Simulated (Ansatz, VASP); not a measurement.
## One calculation of SiC, two programs

```xyz
2
Lattice="0.0000 2.1781 2.2471 2.1781 0.0000 2.2471 2.1781 2.1781 0.0000" Properties=species:S:1:pos:R:3 pbc="T T T"
Si    0.0000    0.0000    0.0000
C     1.0890    1.0890    1.1235
```

Change from the starting cell: uniaxial_z strain +3.2%.

Alike in both runs: task single point; functional HSE06; k mesh 8 × 8 × 8; no spin polarisation.

|  | VASP | Ansatz |
| --- | --- | --- |
| version | VASP 6.6.1 | Ansatz 0.2.0 |
| potentials or method | VASP PAW PBE potentials, release 64 (Si, C) | plane waves, PAW |
| plane-wave cutoff (eV) | 520 | 420 |
| occupations | gaussian, width 0.01 eV | fixed |
| valence electrons in the cell | 8 | 8 |

```csv
,VASP,Ansatz,Ansatz less VASP
gap on the k mesh at the Fermi level (eV),2.08,2.08,-0.004
pressure (GPa),-8.2,-7.9,+0.35
"traceless stress, the component that is largest in VASP (GPa)",-6.09,-6.06,+0.035
```

Ansatz's warnings: stress exchange threshold loose, stress scf threshold loose.
